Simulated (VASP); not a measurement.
Si2Ni:

```
Ni Si
1.0
     0.00000    2.70300    2.70300
     2.70300    0.00000    2.70300
     2.70300    2.70300    0.00000
Ni Si
1 2
Cartesian
  0.0000 0.0000 0.0000
  4.0545 4.0545 4.0545
  1.3515 1.3515 1.3515
```

Base run:

| Property | Result |
| --- | --- |
| Program | VASP 6.6.1 |
| Functional | revPBE |
| Potentials or basis | VASP PAW PBE potentials, release 64 (Ni, Si) |
| Cutoff | 520 eV |
| k mesh | 9 × 9 × 9 |
| Occupations | fermi-dirac, width 0.05 eV |
| Spin | collinear spin, ferromagnetic start |
| Starting moments | [1.0, 0.0, 0.0] μB |

Its results: band gap on the k mesh zero (filled and empty bands overlap); pressure 5.5 GPa; net moment 0.00 μB per cell.

**Question.** The run is repeated on the same cell with these changes: functional from revPBE to PBEsol. What comes out?

**Answer.** Band gap on the k mesh zero (filled and empty bands overlap); pressure -0.8 GPa; net moment 0.00 μB per cell.

PBEsol binds more tightly than revPBE, so the same cell stands under less pressure.

Caveats: the PAW data sets were made with another functional, which shifts forces and pressure a little.
